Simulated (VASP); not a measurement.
Here is a VASP 6.6.1 calculation.

File INCAR:

```
SYSTEM = Mg3Sb2
  PREC = Accurate
  ENCUT = 520
  EDIFF = 1E-7
  ISMEAR = 0
  SIGMA = 0.01
  LREAL = .False.
  LASPH = .True.
  NELM = 100
  ALGO = Normal
  ISIF = 2
  LWAVE = .False.
  LCHARG = .False.
  GGA = CA
  NBANDS = 16
```

File KPOINTS:

```
regular mesh
0
Gamma
  9 9 6
  0 0 0
```

The input POSCAR:

```
Mg3Sb2
1.0
    4.4988880660      0.0000000000      0.0000000000
   -2.2494440330      3.8961513539      0.0000000000
    0.0000000000      0.0000000000      7.1178455128
Mg Sb
3 2
Direct
    0.3333333333      0.6666666667      0.6322040177
    0.6666666667      0.3333333333      0.3677959823
    0.0000000000      0.0000000000      0.0000000000
    0.3333333333      0.6666666667      0.2247061444
    0.6666666667      0.3333333333      0.7752938556
```

Potentials or basis: VASP PAW LDA potentials, release 64 (Mg, Sb).

Run with:

```bash
$ cat potpaw_LDA.64/Mg/POTCAR potpaw_LDA.64/Sb/POTCAR > POTCAR
$ mpirun -np 1 vasp_std > vasp.out
```

(1) What does it give for the largest force?

(2) Predict the pressure.

## Answers

(1) 0.027 eV/Å.

(2) 0.0 GPa.
